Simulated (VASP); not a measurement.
A run of VASP 6.6.1 is set up as follows.

Contents of INCAR:

```
ALGO = Fast
EDIFF = 1E-7
ENCUT = 520
GGA = PE
ISIF = 2
ISMEAR = 0
LASPH = T
LCHARG = T
LELF = T
LREAL = F
LVHAR = T
LWAVE = F
NBANDS = 18
NELM = 80
PREC = Accurate
SIGMA = 0.15
```

File KPOINTS:

```
k-points
0
Gamma
  18 18 10
```

File POSCAR:

```
Ag
1.0
    2.9299980804      0.0000000000      0.0000000000
   -1.4649990402      2.5374527707      0.0000000000
    0.0000000000      0.0000000000      4.7900000000
Ag
2
Direct
    0.0694406414      0.5484378651      0.2500000000
    0.6666666667      0.3333333333      0.7500000000
```

Potentials or basis: VASP PAW PBE potentials, release 64 (Ag).

Command:

```sh
$ cat potpaw_PBE.64/Ag/POTCAR > POTCAR
$ mpirun -np 1 vasp_std > vasp.out
```

Problem. What does it give for the largest force?

Solution. 0.894 eV/Å.

Problem. Predict the band gap on the k mesh.

Solution. Zero (bands 11 and 12 overlap by 7.13 eV).

Stress tensor (GPa, compression positive):
```
 0.74  2.06  0.00
 2.06 -1.07  0.00
 0.00  0.00 14.22
```

Caveat: the cell differs from its parent crystal (atom 1 (Ag) moved by (-0.600, -0.300) A along x and y); the stress differs along the axes, from -1 to 14 GPa.
